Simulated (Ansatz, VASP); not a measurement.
## One calculation of BaF2, two programs

File POSCAR:

```
BaF2
1.0
    0.0000000000      3.0660723886      3.0660723886
    3.0660723886      0.0000000000      3.0660723886
    3.0660723886      3.0660723886      0.0000000000
Ba F
1 2
Direct
    0.0000000000      0.0000000000      0.0000000000
    0.2500000000      0.2500000000      0.2500000000
    0.7500000000      0.7500000000      0.7500000000
```

Contents of INCAR.step1:

```
SYSTEM = BaF2
ALGO     = Normal         ! electronic algorithm
EDIFF    = 1E-5           ! SCF threshold, eV
ENCUT    = 1490           ! plane-wave cutoff, eV
GGA      = PE             ! functional
GGA_COMPAT= .False.      
ISMEAR   = 0              ! smearing method
LASPH    = .True.         ! aspherical terms in the spheres
LCHARG   = .False.        ! write CHGCAR
LREAL    = .False.        ! projectors in reciprocal space
LWAVE    = .True.         ! write WAVECAR
NBANDS   = 19             ! bands
NELM     = 120            ! most SCF steps
PREC     = Accurate       ! precision mode
SIGMA    = 0.02           ! smearing width, eV
```

File INCAR.step2:

```
SYSTEM = BaF2
ALGO     = Normal         ! electronic algorithm
EDIFF    = 1E-6           ! SCF threshold, eV
ENCUT    = 1490           ! plane-wave cutoff, eV
GGA_COMPAT= .False.      
ISIF     = 2              ! what is computed and relaxed
ISMEAR   = 0              ! smearing method
ISTART   = 1            
LASPH    = .True.         ! aspherical terms in the spheres
LCHARG   = .False.        ! write CHGCAR
LMIXTAU  = .True.       
LREAL    = .False.        ! projectors in reciprocal space
LWAVE    = .False.        ! write WAVECAR
METAGGA  = R2SCAN         ! meta-GGA
NBANDS   = 19             ! bands
NELM     = 120            ! most SCF steps
PREC     = Accurate       ! precision mode
SIGMA    = 0.02           ! smearing width, eV
```

File KPOINTS:

```
k-points
0
Gamma
  6 6 6
  0 0 0
```

Input for Ansatz:

```yaml
crystal:
  lattice:
    - [0.0, 3.0660723886, 3.0660723886]
    - [3.0660723886, 0.0, 3.0660723886]
    - [3.0660723886, 3.0660723886, 0.0]
  atoms:
    - { symbol: Ba, position: [0.0, 0.0, 0.0] }
    - { symbol: F, position: [0.25, 0.25, 0.25] }
    - { symbol: F, position: [0.75, 0.75, 0.75] }
basis:
  ecutwfc: 500
kpoints:
  mp_grid: { grid: [6, 6, 6] }
hamiltonian:
  xc: r2scan
scf:
  occupations: { method: gaussian, width: 0.02 }
output:
  forces: true
  stress: true
  eigenvalues: true
```

Alike in both runs: task single point; functional r2SCAN; k mesh 6 × 6 × 6; occupations gaussian, width 0.02 eV; no spin polarisation.

```csv
,VASP,Ansatz
version,VASP 6.6.1,Ansatz 0.2.0
potentials or method,"VASP PAW PBE potentials, release 64 (Ba_sv, F_h), cutoff 1490 eV","scalar-relativistic, plane waves, PAW"
valence electrons in the cell,24,24
```

```csv
,VASP,Ansatz,Ansatz less VASP
gap on the k mesh at the Fermi level (eV),7.50,7.57,+0.078
least direct gap on the mesh (eV),7.58,7.67,+0.089
pressure (GPa),3.3,2.0,-1.31
```

VASP's potentials were made for PBE, not for r2SCAN. With one functional, cell and mesh, what is left measures potentials, basis and numerics.

Neither program's run includes spin-orbit coupling.
